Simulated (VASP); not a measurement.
Here is a VASP 6.6.1 calculation.

The input INCAR:

```
PREC = Accurate
ENCUT = 520
EDIFF = 1E-6
ISMEAR = -1
SIGMA = 0.05
LREAL = F
LASPH = T
NELM = 60
ALGO = Normal
ISIF = 2
LWAVE = F
LCHARG = F
GGA = PE
NBANDS = 26
```

File KPOINTS:

```
regular mesh
0
Gamma
  13 13 7
```

Contents of POSCAR:

```
GaN
1.0
    2.5123029332      0.0000000000      0.0000000000
   -1.2561514666      2.1757181622      0.0000000000
    0.0000000000      0.0000000000      4.4556646788
Ga N
2 2
Direct
    0.0000000000      0.0000000000      0.0000000000
    0.0000000000      0.0000000000      0.5000000000
    0.3333333333      0.6666666667      0.2500000000
    0.6666666667      0.3333333333      0.7500000000
```

Potentials or basis: VASP PAW PBE potentials, release 64 (Ga_d, N).

Command:

```bash
$ cat potpaw_PBE.64/Ga_d/POTCAR potpaw_PBE.64/N/POTCAR > POTCAR
$ mpirun -np 1 vasp_std > vasp.out
```

Q: Estimate the band gap on the k mesh.

A: 3.96 eV, indirect (least direct gap 5.82 eV).

Q: Estimate the pressure.

A: 292.4 GPa.

Stress tensor (GPa, compression positive):
```
292.28   0.00   0.00
  0.00 292.28   0.00
  0.00   0.00 292.63
```

A k mesh can miss the band edges. As with any semilocal functional, this PBE gap is likely too small.
